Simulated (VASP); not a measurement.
Wanted: the native input for a VASP 6.6.1 run.

* Task: relaxation of the atoms
* Functional: PBE
* Potentials or basis: VASP PAW PBE potentials, release 64 (Pt, H)
* Cutoff: 520 eV
* k mesh: 9 × 9 × 1
* Occupations: gaussian, width 0.1 eV
* Spin: no spin polarisation
* Dipole correction: yes
* Atoms held fixed (from 0): [0, 1, 2]
* Further INCAR settings: ALGO = Normal; EDIFF = 1e-06; IBRION = 2; EDIFFG = -0.025; NSW = 36
* Atoms held along some axes (from 0): atom 3 along a and b

The structure of HPt3 lies in POSCAR:

```
HPt3
1.0
    2.8071640668      0.0000000000      0.0000000000
    0.0000000000      2.8071640668      0.0000000000
    0.0000000000      0.0000000000     19.3513900635
Pt H
3 1
Selective dynamics
Direct
    0.5000000000      0.5000000000      0.2067034971  F F F
    0.0000000000      0.0000000000      0.3062505493  F F F
    0.5000000000      0.5000000000      0.4057274458  F F F
    0.6666666667      0.6666666667      0.4789441758  F F T
```

These files were run (other wordings do the same):

INCAR

```
SYSTEM = HPt3
PREC     = Accurate       ! precision mode
ENCUT    = 520            ! plane-wave cutoff, eV
EDIFF    = 1E-6           ! SCF threshold, eV
ISMEAR   = 0              ! smearing method
SIGMA    = 0.1            ! smearing width, eV
LREAL    = .False.        ! projectors in reciprocal space
LASPH    = .True.         ! aspherical terms in the spheres
NELM     = 80             ! most SCF steps
ALGO     = Normal         ! electronic algorithm
ISIF     = 2              ! what is computed and relaxed
LWAVE    = .False.        ! write WAVECAR
LCHARG   = .False.        ! write CHGCAR
LDIPOL   = .True.       
IDIPOL   = 3            
DIPOL    = 0.5 0.5 0.349
GGA      = PE             ! functional
IBRION   = 2              ! ionic algorithm
NSW      = 36             ! ionic steps
EDIFFG   = -0.025         ! ionic threshold
```

KPOINTS

```
regular mesh
0
Gamma
  9 9 1
  0 0 0
```

Potentials or basis: VASP PAW PBE potentials, release 64 (Pt, H).

The run is started by

```sh
$ cat potpaw_PBE.64/Pt/POTCAR potpaw_PBE.64/H/POTCAR > POTCAR
$ mpirun -np 1 vasp_std > vasp.out
```

It gave:

| Quantity | Value |
| --- | --- |
| Energy gained by relaxing | 0.4 meV/atom |
| Ionic steps | 3 |
| Band gap on the k mesh | zero (an odd number of electrons rules out a gap without spin polarisation) |

Caveat: spin-orbit coupling is left out, which moves the levels of the heavy elements.

Wall time 4.5 min on 1 thread of AMD EPYC 7R13, with other jobs on the host, peak memory 0.32 GiB.
